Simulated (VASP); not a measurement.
A run of VASP 6.6.1:

File INCAR:

```
SYSTEM = RbNa
  PREC = Accurate
  ENCUT = 520
  EDIFF = 1E-6
  ISMEAR = 0
  SIGMA = 0.1
  LREAL = .FALSE.
  LASPH = .TRUE.
  NELM = 100
  ALGO = Normal
  ISIF = 2
  LWAVE = .FALSE.
  LCHARG = .FALSE.
  GGA = PE
  NBANDS = 33
```

KPOINTS

```
Automatic mesh
0
G
  3 3 4
  0 0 0
```

File POSCAR:

```
RbNa
1.0
    6.3250641529      0.0000000000      0.0000000000
   -3.1625320765      5.4776662370      0.0000000000
    0.0000000000      0.0000000000      5.1031767597
Rb Na
3 3
Direct
    0.5000000000      0.0000000000      0.0000000000
    0.5000000000      0.5000000000      0.0000000000
    0.0000000000      0.5000000000      0.0000000000
    0.0000000000      0.0000000000      0.0000000000
    0.3333333333      0.6666666667      0.5000000000
    0.6666666667      0.3333333333      0.5000000000
```

Potentials or basis: VASP PAW PBE potentials, release 64 (Rb_sv, Na_pv).

The run is started by

```bash
$ cat potpaw_PBE.64/Rb_sv/POTCAR potpaw_PBE.64/Na_pv/POTCAR > POTCAR
$ mpirun -np 1 vasp_std > vasp.out
```

Hardware: 1 thread of Intel Xeon 6975P-C (shared host).

Question: Estimate the wall time of this run.

Answer: Run time: 49 s on 1 thread of Intel Xeon 6975P-C (shared host), peak memory 0.29 GiB. Counts: scf iterations 13, k points 9.
